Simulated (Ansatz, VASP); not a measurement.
**SnO2 in VASP and in Ansatz**

```
Sn O
1.0
     4.82759    0.00000    0.00000
     0.00000    4.82759    0.00000
     0.00000    0.00000    3.23791
Sn O
2 4
Direct
  0.00000 0.00000 0.00000
  0.50000 0.50000 0.50000
  0.30660 0.30660 0.00000
  0.19340 0.80660 0.50000
  0.69340 0.69340 0.00000
  0.80660 0.19340 0.50000
```

Alike in both runs: functional PBE; k mesh 6 × 6 × 8; occupations gaussian, width 0.02 eV; no spin polarisation.

Ansatz relaxed the structure, and its values are those at the end. VASP's run is a single point on that final structure, the one shown.

```csv
,VASP,Ansatz
version,VASP 6.6.1,Ansatz 0.2.0
potentials or method,"VASP PAW PBE potentials, release 64 (Sn_d, O), cutoff 600 eV","scalar-relativistic, plane waves, PAW"
valence electrons in the cell,52,52
```

Ansatz gave:

- gap on the k mesh at the Fermi level (eV): 0.68
- least direct gap on the mesh (eV): 0.68
- pressure (GPa): 0.0
- rms of the force components (eV/Å): 0.000

Task: What did VASP give for the same quantities?

Result: gap on the k mesh at the Fermi level (eV): 0.67; least direct gap on the mesh (eV): 0.67; pressure (GPa): 0.4; rms of the force components (eV/Å): 0.009.
